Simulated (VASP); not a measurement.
Be2CdO3, 12 atoms in the cell. It takes space group Cmc2_1 (No. 36, orthorhombic). Conventional cell: a = 8.988 Å, b = 5.140 Å, c = 4.684 Å, α = 90.00°, β = 90.00°, γ = 90.00°. Within 2.2 Å of Be (site symmetry 1) lie 4 O at 1.64 to 1.69 Å. Cd (site symmetry m) has 10 O at 2.22 to 3.13 Å and 10 Be at 2.88 to 3.19 Å and 2 Cd at 3.04 Å within 3.2 Å. O (site symmetry 1) has 3 Be at 1.64 to 1.66 Å and 1 Cd at 2.22 Å within 2.3 Å. O (site symmetry m) has 2 Be at 1.69 Å and 2 Cd at 2.24 to 2.28 Å within 2.3 Å. 

* Program: VASP 6.6.1
* Task: single point
* Functional: PBE
* Potentials or basis: VASP PAW PBE potentials, release 64 (Be, Cd, O)
* Cutoff: 520 eV
* k mesh: 6 × 6 × 6
* Occupations: gaussian, width 0.02 eV
* Spin: no spin polarisation
* Dipole correction: no
* Further INCAR settings: ALGO = Normal; EDIFF = 1e-07; NBANDS = 46

Potentials or basis: VASP PAW PBE potentials, release 64 (Be, Cd, O).

Command:

```console
$ cat potpaw_PBE.64/Be/POTCAR potpaw_PBE.64/Cd/POTCAR potpaw_PBE.64/O/POTCAR > POTCAR
$ mpirun -np 1 vasp_std > vasp.out
```

Hardware: 1 thread of Intel(R) Xeon(R) Platinum 8488C (Sapphire Rapids) (shared host).

Estimate the wall time of this run.

Run time: 5.6 min on 1 thread of Intel(R) Xeon(R) Platinum 8488C (Sapphire Rapids) (shared host), peak memory 0.35 GiB. Counts: scf iterations 18, k points 52.
